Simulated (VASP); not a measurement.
# Ta4Al5N9 in VASP: notebook, part 2 of 3

VASP 6.6.1.

**4. Single point, PBE**

The input, INCAR:

```
SYSTEM = Ta4Al5N9
ALGO = Normal
EDIFF = 1E-7
ENCUT = 520
GGA = PE
ISIF = 2
ISMEAR = -1
ISYM = 0
LASPH = .TRUE.
LCHARG = .FALSE.
LREAL = Auto
LWAVE = .FALSE.
NBANDS = 67
NELM = 100
PREC = Accurate
SIGMA = 0.3447
```

The input, KPOINTS:

```
Automatic mesh
0
Gamma
  1 1 1
  0.25 0.25 0.25
```

The input, POSCAR:

```
Ta4Al5N9
1.0
    5.7043550000     -0.0555350000     -0.0206970000
   -0.0555350000      6.2992770000      0.1411560000
   -0.0206970000      0.1411560000      5.7643950000
Al N Ta
5 9 4
Direct
    0.2274979560      0.7561972251      0.5956269044
    0.3923721321      0.2314684079      0.5448777836
    0.7277650258      0.5676555148      0.5023102287
    0.8675909589      0.8438064839      0.0621361274
    0.3711855678      0.1493135561      0.0060453740
    0.8646894536      0.3515274479      0.5930584683
    0.6570325022      0.1022866236      0.3047374843
    0.3644037879      0.3891639038      0.7616249832
    0.4073389464      0.6656621465      0.3399240490
    0.0571536425      0.1053771670      0.0584889289
    0.9609386771      0.7709592262      0.4479937664
    0.4573897951      1.0091394085      0.7724891362
    1.1252419707      0.7551675997      0.9171584694
    0.3784396520      0.2986105951      0.2451457418
    0.5080718750      0.6186967732      1.0214048138
   -0.0107477843      0.2854798875      0.2749527668
    0.8074170387      1.0136192572      0.5737583338
    1.0712234590      0.4033085607      0.8573780403
```

Potentials or basis: VASP PAW PBE potentials, release 64 (Al, N, Ta_pv).

Command:

```bash
$ cat potpaw_PBE.64/Al/POTCAR potpaw_PBE.64/N/POTCAR potpaw_PBE.64/Ta_pv/POTCAR > POTCAR
$ mpirun -np 1 vasp_std > vasp.out
```

OUTCAR:

```text
SYSTEM = Ta4Al5N9
   EDIFF = 1E-7
   ENCUT = 520
   GGA = PE
   ISIF = 2
   ISMEAR = -1
   ISYM = 0
   LASPH = .TRUE.
   LREAL = Auto
   NELM = 100
   PREC = Accurate

 ion  position               nearest neighbor table
   1  0.227  0.756  0.596-  11 1.74   9 1.92  13 1.95  12 2.31  18 2.77  17 2.92  15 3.02   3 3.12
                             2 3.12   3 3.17
   2  0.392  0.231  0.545-   8 1.64  14 1.76  12 1.91   7 2.25   5 2.69  17 2.76  16 2.78   3 2.83
                            18 2.84   1 3.12   5 3.17
   3  0.728  0.568  0.502-   6 1.64  11 1.85   9 2.14  16 2.73   2 2.83  17 2.89  18 2.99  15 3.04
                             4 3.11   1 3.12   1 3.17  15 3.29
   4  0.868  0.844  0.062-  13 1.81  10 1.95  11 2.31  15 2.49   7 2.52  17 2.98   3 3.11  16 3.16
                            17 3.21  18 3.30
   5  0.371  0.149  0.006-  14 1.70  12 1.72  10 1.83   8 2.02   7 2.38  18 2.49   2 2.69  16 2.85
                            15 3.05   2 3.17  15 3.44
   6  0.865  0.352  0.593-   3 1.64  18 1.96  16 2.04  17 2.16
   7  0.657  0.102  0.305-  17 1.84  16 2.20   2 2.25   5 2.38   4 2.52
   8  0.364  0.389  0.762-   2 1.64  18 1.77   5 2.02  15 2.27
   9  0.407  0.666  0.340-   1 1.92  15 1.97   3 2.14
  10  0.057  0.105  0.058-  16 1.78   5 1.83   4 1.95  18 2.16
  11  0.961  0.771  0.448-   1 1.74   3 1.85  17 1.95   4 2.31
  12  0.457  0.009  0.772-   5 1.72   2 1.91  17 2.31   1 2.31
  13  0.125  0.755  0.917-   4 1.81   1 1.95  18 2.27  15 2.42
  14  0.378  0.299  0.245-   5 1.70   2 1.76  16 2.23  15 2.45
  15  0.508  0.619  0.021-   9 1.97   8 2.27  13 2.42  14 2.45   4 2.49  18 2.98   1 3.02   3 3.04
                             5 3.05   3 3.29   5 3.44
  16  0.989  0.285  0.275-  10 1.78   6 2.04   7 2.20  14 2.23  18 2.53  17 2.58   3 2.73   2 2.78
                             5 2.85   4 3.16  18 3.50
  17  0.807  0.014  0.574-   7 1.84  11 1.95   6 2.16  12 2.31  16 2.58   2 2.76   3 2.89   1 2.92
                             4 2.98   4 3.21  18 3.34
  18  0.071  0.403  0.857-   8 1.77   6 1.96  10 2.16  13 2.27   5 2.49  16 2.53   1 2.77   2 2.84
                            15 2.98   3 2.99   4 3.30  17 3.34  16 3.50

IMPORTANT INFORMATION: All symmetrisations will be switched off!
NOSYMM: (Re-)initialisation of all symmetry stuff for point group C_1.

----------------------------------------------------------------------------------------

                                     Primitive cell

  volume of cell :     207.0000

  direct lattice vectors                    reciprocal lattice vectors
     5.704355000 -0.055535000 -0.020697000     0.175321724  0.001532387  0.000591966
    -0.055535000  6.299277000  0.141156000     0.001532387  0.158848928 -0.003884321
    -0.020697000  0.141156000  5.764395000     0.000591966 -0.003884321  0.173575986

  length of vectors
     5.704662871  6.301103068  5.766160169     0.175329420  0.158903801  0.173620452

  position of ions in fractional coordinates (direct lattice)
     0.227497956  0.756197225  0.595626904
     0.392372132  0.231468408  0.544877784
     0.727765026  0.567655515  0.502310229
     0.867590959  0.843806484  0.062136127
     0.371185568  0.149313556  0.006045374
     0.864689454  0.351527448  0.593058468
[... 10 lines left out ...]
     0.807417039  0.013619257  0.573758334
     0.071223459  0.403308561  0.857378040

  ion indices of the primitive-cell ions
   primitive index   ion index
                 1           1
                 2           2
                 3           3
                 4           4
                 5           5
                 6           6
[... 10 lines left out ...]
                17          17
                18          18

----------------------------------------------------------------------------------------

 KPOINTS: Automatic mesh

Automatic generation of k-mesh.
 Grid dimensions read from file:
 generate k-points for:    1    1    1

 Generating k-lattice:

  Cartesian coordinates                     Fractional coordinates (reciprocal lattice)
     0.175321724  0.001532387  0.000591966     1.000000000  0.000000000  0.000000000
     0.001532387  0.158848928 -0.003884321     0.000000000  1.000000000 -0.000000000
     0.000591966 -0.003884321  0.173575986     0.000000000 -0.000000000  1.000000000

  Length of vectors
     0.175329420  0.158903801  0.173620452

  Shift w.r.t. Gamma in fractional coordinates (k-lattice)
     0.250000000  0.250000000  0.250000000

 Subroutine IBZKPT returns following result:
 ===========================================

 Found      1 irreducible k-points:

 Following reciprocal coordinates:
            Coordinates               Weight
  0.250000  0.250000  0.250000      2.000000
   k-points           NKPTS =      1   k-points in BZ     NKDIM =      1   number of bands    NBANDS=     67
   number of dos      NEDOS =    301   number of ions     NIONS =     18
   total plane-waves  NPLWV =  96768
   dimension x,y,z NGX =    42 NGY =   48 NGZ =   48
   dimension x,y,z NGXF=    84 NGYF=   96 NGZF=   96
   ions per type =               5   9   4
   NGX,Y,Z   is equivalent  to a cutoff of  12.24, 12.66, 13.84 a.u.
   NGXF,Y,Z  is equivalent  to a cutoff of  24.48, 25.33, 27.68 a.u.
 SYSTEM =  Ta4Al5N9
   PREC   = accura    normal or accurate (medium, high low for compatibility)
   ISTART =      0    job   : 0-new  1-cont  2-samecut
   ICHARG =      2    charge: 1-file 2-atom 10-const
   ISPIN  =      1    spin polarized calculation?
   LNONCOLLINEAR =      F non collinear calculations
   LSORBIT =      F    spin-orbit coupling
   LASPH  =      T    aspherical Exc in radial PAW
   ENCUT  =  520.0 eV  38.22 Ry    6.18 a.u.  10.61 11.72 10.72*2*pi/ulx,y,z
   NELM   =    100;   NELMIN=  2; NELMDL= -5     # of ELM steps
   EDIFF  = 0.1E-06   stopping-criterion for ELM
   LREAL  =      T    real-space projection
   EDIFFG = 0.1E-05   stopping-criterion for IOM
   NSW    =      0    number of steps for IOM
   IBRION =     -1    ionic relax: 0-MD 1-quasi-New 2-CG
   NFREE  =      0    steps in history (QN), initial steepest desc. (CG)
   ISIF   =      2    stress and relaxation
   ISYM   =      0    0-nonsym 1-usesym 2-fastsym
   POTIM  = 0.5000    time-step for ionic-motion
   TEBEG  =    0.0;   TEEND  =   0.0 temperature during run
   PSTRESS=    0.0 pullay stress
   NELECT =     104.0000    total number of electrons
   NUPDOWN=      -1.0000    fix difference up-down
   EMIN   =  10.00;   EMAX   =-10.00  energy-range for DOS
   EFERMI =   0.00;   METHOD = LEGACY
   ISMEAR =    -1;   SIGMA  =   0.34  broadening in eV -4-tet -1-fermi 0-gaus
   EFERMI_NEDOS =   21; number of points for ismear=-14 and -15
   IALGO  =     38    algorithm
   IMIX   =      4    mixing-type and parameters
     AMIX     =   0.40;   BMIX     =  1.00
     AMIX_MAG =   1.60;   BMIX_MAG =  1.00
  volume/ion in A,a.u.               =      11.50        77.61
  Fermi-wavevector in a.u.,A,eV,Ry     =   1.301455  2.459393 23.045347  1.693785
  Thomas-Fermi vector in A             =   2.432588
   LORBIT       =      0    0 simple, 1 ext, 2 COOP (PROOUT), +10 PAW based schemes
   GGA     = PE    functional components
   LHFCALC =     F    Hartree Fock is set to
   AEXX    =    0.0000 exact exchange contribution
   IVDW    =     0    specifies the selected vdW correction
   LEPSILON=     F    determine dielectric tensor
   LRPA    =     F    only Hartree local field effects (RPA)
 non-spin polarized calculation
  energy-cutoff  :      520.00
  volume of cell :      207.00
 maximum number of plane-waves:      5572
 NGX is ok and might be reduce to    42
   NGX = 21   NGY = 23   NGZ = 21

 number of electron     104.0000003 magnetization

 Free energy of the ion-electron system (eV)
  ---------------------------------------------------
  ext. energy  EPLUGINS =         0.00000000
  ---------------------------------------------------
  free energy    TOTEN  =      -139.38583636 eV

  energy without entropy =     -137.23825322  energy(sigma->0) =     -138.31204479

 E-fermi :   7.3877     XC(G=0): -11.5436

 val. band max:        6.6708598358   @ k =   0.2500   0.2500   0.2500
 cond. band min:       7.4115527293   @ k =   0.2500   0.2500   0.2500
 fundamental gap:      0.7406928934
 Fermi energy:         7.3876654397

 k-point     1 :       0.2500    0.2500    0.2500
  band No.  band energies     occupation
      1     -28.5331      2.00000
      2     -28.3730      2.00000
      3     -28.1103      2.00000
      4     -27.9412      2.00000
      5     -27.9039      2.00000
      6     -27.8483      2.00000
[... 56 lines left out ...]
     63      10.3705      0.00035
     64      10.7132      0.00013
 [bands above 64 left out]

------------------------ aborting loop because EDIFF is reached ----------------------------------------

  FORCE on cell =-STRESS in cart. coord.  units (eV):
  Direction    XX          YY          ZZ          XY          YZ          ZX
  --------------------------------------------------------------------------------------
  -------------------------------------------------------------------------------------
  Total       40.2423358     46.8138251     37.7063014     -9.6350468     10.9430342     -2.9648100
  in kB      311.4751687    362.3384130    291.8462948    -74.5751401     84.6989460    -22.9475917
  external PRESSURE =     321.8866255 kB  Pullay stress =       0.0000000 kB

 VOLUME and BASIS-vectors are now :
 -----------------------------------------------------------------------------
  energy-cutoff  :      520.00
  volume of cell :      207.00
      direct lattice vectors                 reciprocal lattice vectors
     5.704355000 -0.055535000 -0.020697000     0.175321724  0.001532387  0.000591966
    -0.055535000  6.299277000  0.141156000     0.001532387  0.158848928 -0.003884321
    -0.020697000  0.141156000  5.764395000     0.000591966 -0.003884321  0.173575986

 POSITION                                       TOTAL-FORCE (eV/Angst)
 -----------------------------------------------------------------------------------
      1.24341      4.83494      3.53546         3.328220      1.416202      0.666446
      2.21410      1.51321      3.16544         1.239475     -4.777577     -3.263211
      4.10951      3.60631      2.96058        -4.265895      5.684148     -1.950368
      4.90090      5.27596      0.45933         1.918452      0.673911      2.369600
      2.10896      0.92081      0.04824         2.447596     -3.040873      0.892727
      4.90070      2.25006      3.45035         0.662143     -3.446395      2.714767
[... 10 lines left out ...]
      4.59316      0.12194      3.29258        -1.148127     -1.409948      3.781120
      0.36614      2.65762      4.99772        -8.826872      4.114101      0.946522
 -----------------------------------------------------------------------------------
    total drift:                                0.008712     -0.015709     -0.007394

  FREE ENERGIE OF THE ION-ELECTRON SYSTEM (eV)
  ---------------------------------------------------
  free  energy   TOTEN  =      -139.3858363632 eV

  energy  without entropy=     -137.2382532175  energy(sigma->0) =     -138.31204479
```

Wall time 54 s (1 thread of Intel Xeon Platinum 8488C (Sapphire Rapids), shared host); peak memory 0.29 GiB.

Results:

```yaml
Free_energy: -139.3858 eV
Pressure: 32.2 GPa
Largest_force: 9.784 eV/Å
```

Forces on the atoms (eV/Å):
```
Al   3.328  1.416  0.666
Al   1.239 -4.778 -3.263
Al  -4.266  5.684 -1.950
Al   1.918  0.674  2.370
Al   2.448 -3.041  0.893
N    0.662 -3.446  2.715
N    0.805 -0.869 -1.569
N    5.613  4.297  2.173
N    2.209  1.411  0.732
N   -1.096 -3.172 -5.643
N   -1.848 -0.179 -2.070
N    2.624 -2.678 -3.761
N    1.696 -4.831 -2.201
N   -1.547  3.846  0.070
Ta  -3.729 -0.536  2.488
Ta  -0.082  3.499  3.622
Ta  -1.148 -1.410  3.781
Ta  -8.827  4.114  0.947
```

Caveat: the k points lie up to 1.10 Å⁻¹ apart, too coarse for converged energies, forces and pressures; the atoms stand as in a frame of molecular dynamics; so wide a smearing shifts energies and pressures; spin-orbit coupling is left out, which moves the levels of the heavy elements.

[end of part 2 of 3]
